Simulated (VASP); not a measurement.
# GaN: single point with PBE

The system is GaN.

```
Ga N
1.0
     0.00000    2.13524    2.13524
     2.13524    0.00000    2.13524
     2.13524    2.13524    0.00000
Ga N
1 1
Cartesian
  0.0000 0.0000 0.0000
  2.1352 2.1352 2.1352
```

```json
{
 "Program": "VASP 6.6.1",
 "Task": "single point",
 "Functional": "PBE",
 "Potentials or basis": "VASP PAW PBE potentials, release 64 (Ga_d, N)",
 "Cutoff": "520 eV",
 "k mesh": "7 × 7 × 7",
 "Occupations": "fermi-dirac, width 0.03 eV",
 "Spin": "no spin polarisation"
}
```

| Property | Result |
| --- | --- |
| Pressure | 0.3 GPa |
| Band gap on the k mesh | 0.81 eV, indirect (least direct gap 2.36 eV) |

Levels at points of the mesh, in eV from the valence-band top:
| k point | band 5 | band 6 | band 7 | band 8 | band 9 | band 10 | band 11 | band 12 | band 13 | band 14 |
| --- | --- | --- | --- | --- | --- | --- | --- | --- | --- | --- |
| (0.00, 0.00, 0.00) | -13.89 | -13.89 | -0.44 | -0.44 | -0.44 | 1.92 | 14.58 | 14.58 | 14.58 | 15.41 |

It took 6.5 s on 1 thread of Intel(R) Xeon(R) Platinum 8559C (Emerald Rapids) (shared host), peak memory 0.13 GiB.

A k mesh can miss the band edges. As with any semilocal functional, this PBE gap is likely too small.
